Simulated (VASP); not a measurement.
Set up this calculation in VASP 6.6.1, as the native input.

- Task: single point
- Functional: PBEsol
- Potentials or basis: VASP PAW PBE potentials, release 64 (Ti_sv)
- Cutoff: 520 eV
- k mesh: 14 × 14 × 14
- Occupations: fermi-dirac, width 0.08 eV
- Spin: no spin polarisation
- Dipole correction: no
- Further INCAR settings: ALGO = Normal; EDIFF = 1e-06; NBANDS = 12

The structure of Ti lies in POSCAR:

```
Ti
1.0
    2.0874116337      0.0000000000      0.0000000000
    0.0000000000      2.0874116337      0.0000000000
    0.0000000000      0.0000000000      2.0874116337
Ti
1
Direct
    0.0000000000      0.0000000000      0.0000000000
```

This cell differs from its parent crystal: volume scaled by 0.52.

One way to write it, as run:

INCAR

```
SYSTEM = Ti
  ALGO = Normal
  EDIFF = 1E-6
  ENCUT = 520
  GGA = PS
  ISIF = 2
  ISMEAR = -1
  LASPH = .TRUE.
  LCHARG = .FALSE.
  LREAL = .FALSE.
  LWAVE = .FALSE.
  NBANDS = 12
  NELM = 80
  PREC = Accurate
  SIGMA = 0.08
```

KPOINTS

```
k-points
0
G
  14 14 14
  0 0 0
```

Potentials or basis: VASP PAW PBE potentials, release 64 (Ti_sv).

The run is started by

```console
$ cat potpaw_PBE.64/Ti_sv/POTCAR > POTCAR
$ mpirun -np 1 vasp_std > vasp.out
```

Results of the run:

```json
{
  "Pressure": "179.9 GPa",
  "Band gap on the k mesh": "zero (band 6 reaches 18.46 eV, above the bottom of band 7 at 12.55 eV)"
}
```

Caveat: the PAW data sets were made with another functional, which shifts forces and pressure a little.

Run time: 7.9 s on 1 thread of AMD EPYC 7R43 64-Core Processor (Zen 3), on a shared host, peak memory 0.09 GiB.
